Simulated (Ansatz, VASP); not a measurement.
# KMgF3 in VASP and in Ansatz

Contents of INCAR:

```
SYSTEM = KMgF3
ALGO = Normal
EDIFF = 1E-6
ENCUT = 520
GGA = PS
ISIF = 2
ISMEAR = 0
LASPH = .True.
LCHARG = .False.
LREAL = .False.
LWAVE = .False.
NBANDS = 24
NELM = 100
PREC = Accurate
SIGMA = 0.05
```

KPOINTS

```
k-points
0
Gamma
  6 6 6
  0 0 0
```

Contents of POSCAR:

```
KMgF3
1.0
    3.9859000000      0.0000000000      0.0000000000
    0.0000000000      3.9859000000      0.0000000000
    0.0000000000      0.0000000000      3.9261115000
K Mg F
1 1 3
Direct
    0.5000000000      0.5000000000      0.5000000000
    0.0000000000      0.0000000000      0.0000000000
    0.5000000000      0.0000000000      0.0000000000
    0.0000000000      0.5000000000      0.0000000000
    0.0000000000      0.0000000000      0.5000000000
```

Input for Ansatz:

```yaml
crystal:
  lattice:
    - [3.9859, 0.0, 0.0]
    - [0.0, 3.9859, 0.0]
    - [0.0, 0.0, 3.9261115]
  atoms:
    - { symbol: K, position: [0.5, 0.5, 0.5] }
    - { symbol: Mg, position: [0.0, 0.0, 0.0] }
    - { symbol: F, position: [0.5, 0.0, 0.0] }
    - { symbol: F, position: [0.0, 0.5, 0.0] }
    - { symbol: F, position: [0.0, 0.0, 0.5] }
basis:
  ecutwfc: 420
kpoints:
  mp_grid: { grid: [6, 6, 6] }
hamiltonian:
  xc: pbesol
scf:
  occupations: { method: gaussian, width: 0.05 }
output:
  forces: true
  stress: true
  eigenvalues: true
  write_density: true
  write_potential: true
  elf: true
  volumetric_format: npy
```

Change from the starting cell: strain +0.000 along x and y, -0.015 along z, atoms carried along.

Alike in both runs: task single point; functional PBEsol; k mesh 6 × 6 × 6; occupations gaussian, width 0.05 eV; no spin polarisation.

|  | VASP | Ansatz |
| --- | --- | --- |
| version | VASP 6.6.1 | Ansatz 0.2.0 |
| potentials or method | VASP PAW PBE potentials, release 64 (K_sv, Mg, F), cutoff 520 eV | scalar-relativistic, plane waves, PAW |
| valence electrons in the cell | 32 | 40 |

VASP gave:

```
gap on the k mesh at the Fermi level (eV)                     : 7.23
least direct gap on the mesh (eV)                             : 7.56
pressure (GPa)                                                : 1.1
traceless stress, the component that is largest in VASP (GPa) : 1.11
```

Task: What did Ansatz give for the same quantities?

Result: gap on the k mesh at the Fermi level (eV): 7.25; least direct gap on the mesh (eV): 7.58; pressure (GPa): 1.5; traceless stress, the component that is largest in VASP (GPa): 1.11.

VASP's potentials were made for PBE, not for PBEsol. VASP's potentials hold 32 valence electrons a cell and Ansatz's 40, so a difference there can come from the potentials and not from the codes.
